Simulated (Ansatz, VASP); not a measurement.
## Two plane-wave programs on HfGe3

INCAR

```
PREC     = Accurate       # precision mode
ENCUT    = 520            # plane-wave cutoff, eV
EDIFF    = 1E-6           # SCF threshold, eV
ISMEAR   = 0              # smearing method
SIGMA    = 0.05           # smearing width, eV
LREAL    = False          # projectors in reciprocal space
LASPH    = True           # aspherical terms in the spheres
NELM     = 100            # most SCF steps
ALGO     = Normal         # electronic algorithm
ISIF     = 2              # what is computed and relaxed
LWAVE    = False          # write WAVECAR
LCHARG   = True           # write CHGCAR
GGA      = PS             # functional
LELF     = True           # ELF
LVHAR    = True         
NBANDS   = 34             # bands
```

Contents of KPOINTS:

```
Automatic mesh
0
Gamma
  8 8 8
```

Contents of POSCAR:

```
HfGe3
1.0
    4.1893899931      0.0000000000      0.0000000000
    0.0000000000      4.1893899931      0.0000000000
    0.0000000000      0.0000000000      4.1893899931
Hf Ge
1 3
Direct
    0.0000000000      0.0000000000      0.0000000000
    0.0000000000      0.5000000000      0.5000000000
    0.5000000000      0.5000000000      0.0000000000
    0.5000000000      0.0000000000      0.5000000000
```

Input for Ansatz:

```yaml
crystal:
  lattice:
    - [4.1893899931, 0.0, 0.0]
    - [0.0, 4.1893899931, 0.0]
    - [0.0, 0.0, 4.1893899931]
  atoms:
    - { symbol: Hf, position: [0.0, 0.0, 0.0] }
    - { symbol: Ge, position: [0.0, 0.5, 0.5] }
    - { symbol: Ge, position: [0.5, 0.5, 0.0] }
    - { symbol: Ge, position: [0.5, 0.0, 0.5] }
basis:
  ecutwfc: 420
  ecutrho_ratio: 4
kpoints:
  mp_grid: { grid: [8, 8, 8] }
hamiltonian:
  xc: pbesol
scf:
  occupations: { method: gaussian, width: 0.05 }
output:
  forces: true
  stress: true
  eigenvalues: true
  populations: true
```

Alike in both runs: task single point; functional PBEsol; k mesh 8 × 8 × 8; occupations gaussian, width 0.05 eV; no spin polarisation.

|  | VASP | Ansatz |
| --- | --- | --- |
| version | VASP 6.6.1 | Ansatz 0.2.0 |
| potentials or method | VASP PAW PBE potentials, release 64 (Hf_pv, Ge_d), cutoff 520 eV | scalar-relativistic, plane waves, PAW |
| valence electrons in the cell | 52 | 68 |

|  | VASP | Ansatz | Ansatz less VASP |
| --- | --- | --- | --- |
| gap on the k mesh at the Fermi level (eV) | none | none | - |
| pressure (GPa) | -4.6 | -4.3 | +0.28 |

VASP's potentials were made for PBE, not for PBEsol. A gap of «none» marks a metal or a gap that the smearing closes. With one functional, cell and mesh, what is left measures potentials, basis and numerics. VASP's potentials hold 52 valence electrons a cell and Ansatz's 68, so a difference there can come from the potentials and not from the codes.

Neither program's run includes spin-orbit coupling.
